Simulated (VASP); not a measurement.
Write the native input for VASP 6.6.1 that does the following.

| Quantity | Value |
| --- | --- |
| Task | single point |
| Functional | PBE |
| Potentials or basis | VASP PAW PBE potentials, release 64 (Li_sv, F) |
| Cutoff | 520 eV |
| k mesh | 8 × 8 × 8 |
| Occupations | gaussian, width 0.1 eV |
| Spin | no spin polarisation |
| Dipole correction | no |
| Further INCAR settings | ALGO = Normal; EDIFF = 1e-07; NBANDS = 18 |

The structure of Li4F lies in POSCAR:

```
Li4F
1.0
    4.9893736079      0.0000000000      0.0000000000
    0.0000000000      4.9893736079      0.0000000000
    0.0000000000      0.0000000000      4.9893736079
Li F
4 1
Direct
    0.0000000000      0.5000000000      0.5000000000
    0.5000000000      0.0000000000      0.5000000000
    0.5000000000      0.5000000000      0.0000000000
    0.5000000000      0.5000000000      0.5000000000
    0.0000000000      0.0000000000      0.0000000000
```

These files were run (other wordings do the same):

INCAR

```
ALGO = Normal
EDIFF = 1E-7
ENCUT = 520
GGA = PE
ISIF = 2
ISMEAR = 0
LASPH = T
LCHARG = F
LREAL = F
LWAVE = F
NBANDS = 18
NELM = 60
PREC = Accurate
SIGMA = 0.1
```

KPOINTS

```
k-points
0
Gamma
  8 8 8
```

Potentials or basis: VASP PAW PBE potentials, release 64 (Li_sv, F).

The run is started by

```sh
$ cat potpaw_PBE.64/Li_sv/POTCAR potpaw_PBE.64/F/POTCAR > POTCAR
$ mpirun -np 1 vasp_std > vasp.out
```

Wall time 65 s on 1 thread of Intel(R) Xeon(R) Platinum 8488C (Sapphire Rapids) (shared host), peak memory 0.25 GiB.
